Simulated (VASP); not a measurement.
Set up this calculation in VASP 6.6.1, as the native input.

```
Task                   : single point
Functional             : PBE
Potentials or basis    : VASP PAW PBE potentials, release 64 (Sc_sv, Al, P)
Cutoff                 : 520 eV
k mesh                 : 6 × 6 × 2
Occupations            : gaussian, width 0.1 eV
Spin                   : no spin polarisation
Dipole correction      : no
Further INCAR settings : ALGO = Normal; EDIFF = 1e-06; NBANDS = 25
```

The structure of ScAl2P3 lies in POSCAR:

```
ScAl2P3
1.0
    3.6241442575      0.0000000000      0.0000000000
    0.0000000000      3.6241442575      0.0000000000
    0.0000000000      0.0000000000      7.6821826395
Sc Al P
1 2 3
Direct
    0.0000000000      0.0000000000      0.0000000000
    0.0000000000      0.5000000000      0.6500807708
    0.5000000000      0.0000000000      0.3499192292
    0.0000000000      0.5000000000      0.3225716504
    0.5000000000      0.0000000000      0.6774283496
    0.5000000000      0.5000000000      0.0000000000
```

These files were run (other wordings do the same):

INCAR

```
PREC = Accurate ; ENCUT = 520
EDIFF = 1E-6 ; ISMEAR = 0
SIGMA = 0.1 ; LREAL = F
LASPH = T ; NELM = 80
ALGO = Normal ; ISIF = 2
LWAVE = F ; LCHARG = F
GGA = PE ; NBANDS = 25
```

KPOINTS

```
regular mesh
0
Gamma
  6 6 2
```

Potentials or basis: VASP PAW PBE potentials, release 64 (Sc_sv, Al, P).

Command:

```bash
$ cat potpaw_PBE.64/Sc_sv/POTCAR potpaw_PBE.64/Al/POTCAR potpaw_PBE.64/P/POTCAR > POTCAR
$ mpirun -np 1 vasp_std > vasp.out
```

It gave:

| Property | Result |
| --- | --- |
| Pressure | -0.2 GPa |
| Largest force | 0.004 eV/Å |
| Band gap on the k mesh | zero (band 16 reaches 8.33 eV, above the bottom of band 17 at 5.85 eV) |

Caveat: the k points lie up to 0.41 Å⁻¹ apart.

Wall time 21 s on 1 thread of Intel(R) Xeon(R) 6975P-C (Granite Rapids), on a shared host, peak memory 0.22 GiB.
